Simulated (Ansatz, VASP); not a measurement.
# Two plane-wave programs on Sb

```
Sb
1.0
     4.28623    0.00000    0.00000
    -2.14311    3.71198    0.00000
     0.00000    0.00000    9.43631
Sb
4
Cartesian
  0.0000 0.0000 7.4605
  0.0000 0.0000 1.9758
  0.0000 2.4747 5.9092
  2.1431 1.2373 3.5271
```

Alike in both runs: functional PBE; k mesh 6 × 6 × 4; occupations gaussian, width 0.1 eV; no spin polarisation.

Ansatz relaxed the structure, and its values are those at the end. VASP's run is a single point on that final structure, the one shown.

|  | VASP | Ansatz |
| --- | --- | --- |
| version | VASP 6.6.1 | Ansatz 0.2.0 |
| potentials or method | VASP PAW PBE potentials, release 64 (Sb), cutoff 520 eV | scalar-relativistic, plane waves, PAW |
| valence electrons in the cell | 20 | 60 |

```tsv
	VASP	Ansatz	Ansatz less VASP
gap on the k mesh at the Fermi level (eV)	0.24	0.21	-0.030
least direct gap on the mesh (eV)	0.68	0.65	-0.032
pressure (GPa)	0.1	0.1	-0.08
rms of the force components (eV/Å)	0.031	0.002	-0.0290
```

VASP's potentials hold 20 valence electrons a cell and Ansatz's 60, so a difference there can come from the potentials and not from the codes.

Spin-orbit coupling is off throughout.
